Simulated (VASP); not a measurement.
# Se (P3_121) in VASP: single point with r2SCAN

Aim: the single point of Se with r2SCAN.

All numbers are computed with VASP 6.6.1; they aren't measurements. Logs are shortened: lines on timing, memory, paths and dates and some standing lists are left out, and cuts for length are marked.

### Step 1. The cell of the first run

Symmetry: P3_121, No. 152, trigonal system. The conventional cell has a = 4.038 Å, b = 4.038 Å, c = 5.121 Å, α = 90.00°, β = 90.00°, γ = 120.00°. Se (site symmetry 2) has 6 Se at 2.44 to 3.17 Å within 3.2 Å.

### Step 2. Single point, r2SCAN

POSCAR reads:

```
Se
1.0
    4.0384519315      0.0000000000      0.0000000000
   -2.0192259658      3.4974019647      0.0000000000
    0.0000000000      0.0000000000      5.1206514004
Se
3
Direct
    0.2487285676      0.0000000000      0.3333333333
    0.0000000000      0.2487285676      0.6666666667
    0.7512714324      0.7512714324      0.0000000000
```

INCAR.step1 reads:

```
SYSTEM = Se
ALGO = Normal ; EDIFF = 1E-4
ENCUT = 520 ; GGA = PE
ISMEAR = 0 ; LASPH = .TRUE.
LCHARG = .FALSE. ; LREAL = .FALSE.
LWAVE = .TRUE. ; NBANDS = 16
NELM = 60 ; PREC = Accurate
SIGMA = 0.02
```

INCAR.step2 reads:

```
SYSTEM = Se
ALGO = Normal ; EDIFF = 1E-6
ENCUT = 520 ; ISIF = 2
ISMEAR = 0 ; ISTART = 1
LASPH = .TRUE. ; LCHARG = .FALSE.
LMIXTAU = .TRUE. ; LREAL = .FALSE.
LWAVE = .FALSE. ; METAGGA = R2SCAN
NBANDS = 16 ; NELM = 60
PREC = Accurate ; SIGMA = 0.02
```

KPOINTS reads:

```
k-points
0
G
  12 12 8
  0 0 0
```

Potentials or basis: VASP PAW PBE potentials, release 64 (Se).

Started as:

```sh
$ cat potpaw_PBE.64/Se/POTCAR > POTCAR
$ cp INCAR.step1 INCAR
$ mpirun -np 1 vasp_std > vasp.out
$ cp INCAR.step2 INCAR
$ mpirun -np 1 vasp_std > vasp.out
```

OUTCAR:

```text
SYSTEM = Se
   EDIFF = 1E-6
   ENCUT = 520
   ISIF = 2
   ISMEAR = 0
   ISTART = 1
   LASPH = .TRUE.
   LREAL = .FALSE.
   METAGGA = R2SCAN
   NELM = 60
   PREC = Accurate

 ion  position               nearest neighbor table
   1  0.249  0.000  0.333-   3 2.44   2 2.44
   2  0.000  0.249  0.667-   3 2.44   1 2.44
   3  0.751  0.751  0.000-   1 2.44   2 2.44

  LATTYP: Found a hexagonal cell.
 ALAT       =     4.0384519315
 C/A-ratio  =     1.2679738393

  Lattice vectors:

 A1 = (   4.0384519315,   0.0000000000,   0.0000000000)
 A2 = (  -2.0192259658,   3.4974019647,   0.0000000000)
 A3 = (   0.0000000000,   0.0000000000,   5.1206514004)

Analysis of symmetry for initial positions (statically):
=====================================================================
 Subroutine PRICEL returns:
 Original cell was already a primitive cell.

 Routine SETGRP: Setting up the symmetry group for a
 hexagonal supercell.

 Subroutine GETGRP returns: Found  6 space group operations
 (whereof  2 operations were pure point group operations)
 out of a pool of 24 trial point group operations.

The static configuration has the point symmetry C_2 .
 The point group associated with its full space group is D_3 .

Analysis of symmetry for dynamics (positions and initial velocities):
=====================================================================
 Subroutine PRICEL returns:
 Original cell was already a primitive cell.

 Routine SETGRP: Setting up the symmetry group for a
 hexagonal supercell.

 Subroutine GETGRP returns: Found  6 space group operations
 (whereof  2 operations were pure point group operations)
 out of a pool of 24 trial point group operations.

The dynamic configuration has the point symmetry C_2 .
 The point group associated with its full space group is D_3 .

 Subroutine INISYM returns: Found  6 space group operations
 (whereof  2 operations are pure point group operations),
 and found     1 'primitive' translations

----------------------------------------------------------------------------------------

                                     Primitive cell

  volume of cell :      72.3245

  direct lattice vectors                    reciprocal lattice vectors
     4.038451932  0.000000000  0.000000000     0.247619637  0.142963264  0.000000000
    -2.019225966  3.497401965  0.000000000     0.000000000  0.285926528  0.000000000
     0.000000000  0.000000000  5.120651400     0.000000000  0.000000000  0.195287654

  length of vectors
     4.038451932  4.038451932  5.120651400     0.285926528  0.285926528  0.195287654

  position of ions in fractional coordinates (direct lattice)
[... 85 lines left out ...]
   IBRION =     -1    ionic relax: 0-MD 1-quasi-New 2-CG
   NFREE  =      0    steps in history (QN), initial steepest desc. (CG)
   ISIF   =      2    stress and relaxation
   ISYM   =      2    0-nonsym 1-usesym 2-fastsym
   POTIM  = 0.5000    time-step for ionic-motion
   TEBEG  =    0.0;   TEEND  =   0.0 temperature during run
   PSTRESS=    0.0 pullay stress
   NELECT =      18.0000    total number of electrons
   NUPDOWN=      -1.0000    fix difference up-down
   EMIN   =  10.00;   EMAX   =-10.00  energy-range for DOS
   EFERMI =   0.00;   METHOD = LEGACY
   ISMEAR =     0;   SIGMA  =   0.02  broadening in eV -4-tet -1-fermi 0-gaus
   EFERMI_NEDOS =   21; number of points for ismear=-14 and -15
   IALGO  =     38    algorithm
   IMIX   =      4    mixing-type and parameters
     AMIX     =   0.40;   BMIX     =  1.00
     AMIX_MAG =   1.60;   BMIX_MAG =  1.00
  volume/ion in A,a.u.               =      24.11       162.69
  Fermi-wavevector in a.u.,A,eV,Ry     =   1.029763  1.945969 14.427767  1.060411
  Thomas-Fermi vector in A             =   2.163827
   LORBIT       =      0    0 simple, 1 ext, 2 COOP (PROOUT), +10 PAW based schemes
   METAGGA = R2SCAN    functional components
   LHFCALC =     F    Hartree Fock is set to
   AEXX    =    0.0000 exact exchange contribution
   IVDW    =     0    specifies the selected vdW correction
   LEPSILON=     F    determine dielectric tensor
   LRPA    =     F    only Hartree local field effects (RPA)
 non-spin polarized calculation
 Gauss-broadening in eV      SIGMA  =   0.02
  energy-cutoff  :      520.00
  volume of cell :       72.32
 maximum number of plane-waves:      1976
   NGX = 15   NGY = 15   NGZ = 19

 number of electron      18.0000000 magnetization

 Free energy of the ion-electron system (eV)
  ---------------------------------------------------
  ext. energy  EPLUGINS =         0.00000000
  ---------------------------------------------------
  free energy    TOTEN  =       -42.78393768 eV

  energy without entropy =      -42.78393768  energy(sigma->0) =      -42.78393768

 E-fermi :   3.7868     XC(G=0):  -9.9698

 val. band max:        3.6259198640   @ k =   0.4167   0.1667   0.5000
 cond. band min:       4.3193295836   @ k =   0.3333   0.3333   0.5000
 fundamental gap:      0.6934097196
 Fermi energy:         3.7868187281

 k-point     1 :       0.0000    0.0000    0.0000
  band No.  band energies     occupation
      1     -13.1089      2.00000
      2      -8.7856      2.00000
      3      -8.7856      2.00000
      4      -0.2144      2.00000
      5       0.0383      2.00000
      6       0.0383      2.00000
[... 433 lines left out ...]
      3      -7.9636      2.00000
      4      -1.2132      2.00000
      5      -0.9145      2.00000
      6       0.0027      2.00000
[... 8 lines left out ...]
     15      12.1105      0.00000
     16      12.7564      0.00000

 [... further k-points ...]

------------------------ aborting loop because EDIFF is reached ----------------------------------------

  FORCE on cell =-STRESS in cart. coord.  units (eV):
  Direction    XX          YY          ZZ          XY          YZ          ZX
  --------------------------------------------------------------------------------------
  -------------------------------------------------------------------------------------
  Total        0.9788567      0.9788567      0.6047047     -0.0000000      0.0000000      0.0000000
  in kB       21.6842318     21.6842318     13.3957868     -0.0000000      0.0000000      0.0000000
  external PRESSURE =      18.9214168 kB  Pullay stress =       0.0000000 kB

 VOLUME and BASIS-vectors are now :
 -----------------------------------------------------------------------------
  energy-cutoff  :      520.00
  volume of cell :       72.32
      direct lattice vectors                 reciprocal lattice vectors
     4.038451932  0.000000000  0.000000000     0.247619637  0.142963264  0.000000000
    -2.019225966  3.497401965  0.000000000     0.000000000  0.285926528  0.000000000
     0.000000000  0.000000000  5.120651400     0.000000000  0.000000000  0.195287654

 POSITION                                       TOTAL-FORCE (eV/Angst)
 -----------------------------------------------------------------------------------
      1.00448      0.00000      1.70688        -0.313742     -0.000000      0.000000
     -0.50224      0.86990      3.41377         0.156871     -0.271709     -0.000000
      1.51699      2.62750      0.00000         0.156871      0.271709     -0.000000
 -----------------------------------------------------------------------------------
    total drift:                               -0.000000     -0.000000      0.000000

  FREE ENERGIE OF THE ION-ELECTRON SYSTEM (eV)
  ---------------------------------------------------
  free  energy   TOTEN  =       -42.7839376810 eV

  energy  without entropy=      -42.7839376810  energy(sigma->0) =      -42.78393768
```

Wall time 3.7 min (1 thread of Intel Xeon Platinum 8559C (Emerald Rapids), shared host); peak memory 0.26 GiB.

Results:

```
Free energy            : -42.7839 eV
Pressure               : 1.9 GPa
Largest force          : 0.314 eV/Å
Band gap on the k mesh : 0.69 eV (least direct gap 0.72 eV)
```

Forces on the atoms (eV/Å):
```
Se  -0.314  0.000  0.000
Se   0.157 -0.272  0.000
Se   0.157  0.272  0.000
```

Levels at points of the mesh, in eV from the valence-band top:
```csv
k point,band 6,band 7,band 8,band 9,band 10,band 11,band 12,band 13
"(0.00, 0.00, 0.00)",-3.59,-2.00,-2.00,-0.63,1.62,1.62,2.25,6.85
"(0.50, 0.00, 0.00)",-4.01,-3.73,-1.55,-1.06,1.66,1.90,4.56,4.80
"(0.00, 0.00, 0.50)",-3.28,-1.54,-1.43,-1.43,1.03,1.17,1.17,6.11
"(0.50, 0.00, 0.50)",-4.42,-2.54,-2.07,-0.09,1.48,2.68,3.19,6.45
```

Caveat: the PAW data sets were made with another functional, which shifts forces and pressure a little.
